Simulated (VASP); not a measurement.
# Lu (Im-3m) in VASP: a series of runs, part 2 of 2

VASP 6.6.1.

## (3) Single point, PBE (26.12 Å³/atom)

This run uses another cell than the first one, of 26.12 Å³/atom.

Input file INCAR:

```
SYSTEM = Lu
PREC = Accurate
ENCUT = 520
EDIFF = 1E-6
ISMEAR = -1
SIGMA = 0.1
LREAL = .FALSE.
LASPH = .TRUE.
NELM = 60
ALGO = Normal
ISIF = 2
LWAVE = .FALSE.
LCHARG = .FALSE.
GGA = PE
NBANDS = 18
```

Input file KPOINTS:

```
Automatic mesh
0
G
  13 13 13
  0 0 0
```

Input file POSCAR:

```
Lu
1.0
   -1.8692208885      1.8692208885      1.8692208885
    1.8692208885     -1.8692208885      1.8692208885
    1.8692208885      1.8692208885     -1.8692208885
Lu
1
Direct
    0.0000000000      0.0000000000      0.0000000000
```

Potentials or basis: VASP PAW PBE potentials, release 64 (Lu).

Command:

```
$ cat potpaw_PBE.64/Lu/POTCAR > POTCAR
$ mpirun -np 1 vasp_std > vasp.out
```

OUTCAR:

```text
SYSTEM = Lu
   PREC = Accurate
   ENCUT = 520
   EDIFF = 1E-6
   ISMEAR = -1
   LREAL = .FALSE.
   LASPH = .TRUE.
   NELM = 60
   ISIF = 2
   GGA = PE

 ion  position               nearest neighbor table
   1  0.000  0.000  0.000-

  LATTYP: Found a body centered cubic cell.
 ALAT       =     3.7384417770

  Lattice vectors:

 A1 = (  -1.8692208885,   1.8692208885,   1.8692208885)
 A2 = (   1.8692208885,  -1.8692208885,   1.8692208885)
 A3 = (   1.8692208885,   1.8692208885,  -1.8692208885)

Analysis of symmetry for initial positions (statically):
[... 181 lines left out ...]
      3     -23.6756      2.00000
      4     -23.6756      2.00000
      5      -3.6203      2.00000
      6      -2.1667      2.00000
[... 481 lines left out ...]
      5      -2.1424      2.00000
      6      -2.1221      2.00000
[... 10 lines left out ...]
     17       8.6656      0.00000
     18      14.5744      0.00000

 [... further k-points ...]
[... 5 lines left out ...]
  --------------------------------------------------------------------------------------
  -------------------------------------------------------------------------------------
  Total        1.1278942      1.1278942      1.1278942      0.0000000      0.0000000      0.0000000
  in kB       69.1730740     69.1730740     69.1730740      0.0000000      0.0000000      0.0000000
  external PRESSURE =      69.1730740 kB  Pullay stress =       0.0000000 kB

 VOLUME and BASIS-vectors are now :
 -----------------------------------------------------------------------------
  energy-cutoff  :      520.00
  volume of cell :       26.12
      direct lattice vectors                 reciprocal lattice vectors
    -1.869220888  1.869220888  1.869220888     0.000000000  0.267491126  0.267491126
     1.869220888 -1.869220888  1.869220888     0.267491126  0.000000000  0.267491126
     1.869220888  1.869220888 -1.869220888     0.267491126  0.267491126  0.000000000

 POSITION                                       TOTAL-FORCE (eV/Angst)
 -----------------------------------------------------------------------------------
      0.00000      0.00000      0.00000        -0.000000      0.000000      0.000000
 -----------------------------------------------------------------------------------
    total drift:                                0.000000      0.000000      0.000000

  FREE ENERGIE OF THE ION-ELECTRON SYSTEM (eV)
  ---------------------------------------------------
  free  energy   TOTEN  =        -4.3438205566 eV

  energy  without entropy=       -4.2781274726  energy(sigma->0) =       -4.31097401
```

stdout:

```text
POSCAR found type information on POSCAR Lu
 POSCAR found :  1 types and       1 ions
 scaLAPACK will be used
 LDA part: xc-table for (Slater+PW92), standard interpolation
 POSCAR, INCAR and KPOINTS ok, starting setup
 FFT: planning ... GRIDC
 FFT: planning ... GRID_SOFT
 FFT: planning ... GRID
 WAVECAR not read
 entering main loop
```

It took 16 s on 1 thread of Intel Xeon 6975P-C (Granite Rapids), shared host; peak memory 0.17 GiB.

What came out:

```yaml
Free_energy: -4.3438 eV
Pressure: 6.9 GPa
Band_gap_on_the_k_mesh: zero (an odd number of electrons rules out a gap without spin polarisation)
```

Caveat: the cell stands under pressure; spin-orbit coupling is left out, which moves the levels of the heavy elements.

## (4) Single point, PBE (27.31 Å³/atom)

This run uses another cell than the first one, of 27.31 Å³/atom.

Input file INCAR:

```
SYSTEM = Lu
  PREC = Accurate
  ENCUT = 520
  EDIFF = 1E-7
  ISMEAR = -1
  SIGMA = 0.1
  LREAL = .FALSE.
  LASPH = .TRUE.
  NELM = 60
  ALGO = Normal
  ISIF = 2
  LWAVE = .FALSE.
  LCHARG = .FALSE.
  GGA = PE
  NBANDS = 18
```

Input file KPOINTS:

```
regular mesh
0
G
  13 13 13
  0 0 0
```

Input file POSCAR:

```
Lu
1.0
   -1.8971238215      1.8971238215      1.8971238215
    1.8971238215     -1.8971238215      1.8971238215
    1.8971238215      1.8971238215     -1.8971238215
Lu
1
Direct
    0.0000000000      0.0000000000      0.0000000000
```

Command:

```
$ cat potpaw_PBE.64/Lu/POTCAR > POTCAR
$ mpirun -np 1 vasp_std > vasp.out
```

Run time: 17 s. Hardware: 1 thread of Intel Xeon 6975P-C (Granite Rapids), shared host; peak memory 0.17 GiB.

It converged, with:

```
Free energy            : -4.3855 eV
Pressure               : 4.3 GPa
Band gap on the k mesh : zero (an odd number of electrons rules out a gap without spin polarisation)
```

Levels at points of the mesh, in eV from the Fermi level:
```tsv
k point	band 8	band 9	band 10	band 11	band 12	band 13	band 14	band 15	band 16	band 17
(0.00, 0.00, 0.00)	-5.06	-4.95	-4.95	-4.95	-4.92	2.20	2.20	2.20	4.58	4.58
```

Caveat: the cell stands under pressure; spin-orbit coupling is left out, which moves the levels of the heavy elements.

## (5) Single point, PBE (28.50 Å³/atom)

This run uses another cell than the first one, of 28.50 Å³/atom.

Input file INCAR:

```
  PREC = Accurate
  ENCUT = 520
  EDIFF = 1E-6
  ISMEAR = -1
  SIGMA = 0.1
  LREAL = F
  LASPH = T
  NELM = 100
  ALGO = Normal
  ISIF = 2
  LWAVE = F
  LCHARG = T
  GGA = PE
  LELF = T
  LVHAR = T
  NBANDS = 18
```

Input file KPOINTS:

```
Automatic mesh
0
Gamma
  13 13 13
```

Input file POSCAR:

```
Lu
1.0
   -1.9242292524      1.9242292524      1.9242292524
    1.9242292524     -1.9242292524      1.9242292524
    1.9242292524      1.9242292524     -1.9242292524
Lu
1
Direct
    0.0000000000      0.0000000000      0.0000000000
```

Command:

```
$ cat potpaw_PBE.64/Lu/POTCAR > POTCAR
$ mpirun -np 1 vasp_std > vasp.out
```

Run time: 30 s. Hardware: 1 thread of Intel Xeon 6975P-C (Granite Rapids), shared host; peak memory 0.19 GiB.

It converged, with:

```
Free energy            : -4.4090 eV
Pressure               : 2.0 GPa
Band gap on the k mesh : zero (an odd number of electrons rules out a gap without spin polarisation)
```

Levels at points of the mesh, in eV from the Fermi level:
| k point | band 8 | band 9 | band 10 | band 11 | band 12 | band 13 | band 14 | band 15 | band 16 | band 17 |
| --- | --- | --- | --- | --- | --- | --- | --- | --- | --- | --- |
| (0.00, 0.00, 0.00) | -5.12 | -5.02 | -5.02 | -5.02 | -5.00 | 2.15 | 2.15 | 2.15 | 4.44 | 4.44 |

Caveat: spin-orbit coupling is left out, which moves the levels of the heavy elements.

## (6) The runs side by side

| cell | k mesh | gap on the mesh (eV) | pressure (GPa) |
| --- | --- | --- | --- |
| a = 3.379 Å, angles 109.5°, 1 atom | 11 × 11 × 11 | none | 0.1 |
| a = 3.238 Å, angles 109.5°, 1 atom | 13 × 13 × 13 | none | 6.9 |
| a = 3.286 Å, angles 109.5°, 1 atom | 13 × 13 × 13 | none | 4.3 |
| a = 3.333 Å, angles 109.5°, 1 atom | 13 × 13 × 13 | none | 2.0 |

Alike in all rows: task single point; level PBE; potentials or basis VASP PAW PBE potentials, release 64 (Lu); no spin polarisation; cutoff (eV) 520; smearing fermi-dirac 0.1 eV.

Caveats: spin-orbit coupling is left out, which moves the levels of the heavy elements; the cell stands under pressure (at least some runs).

Total energies depend on the potentials used, so only differences within one code and one set of settings carry meaning.
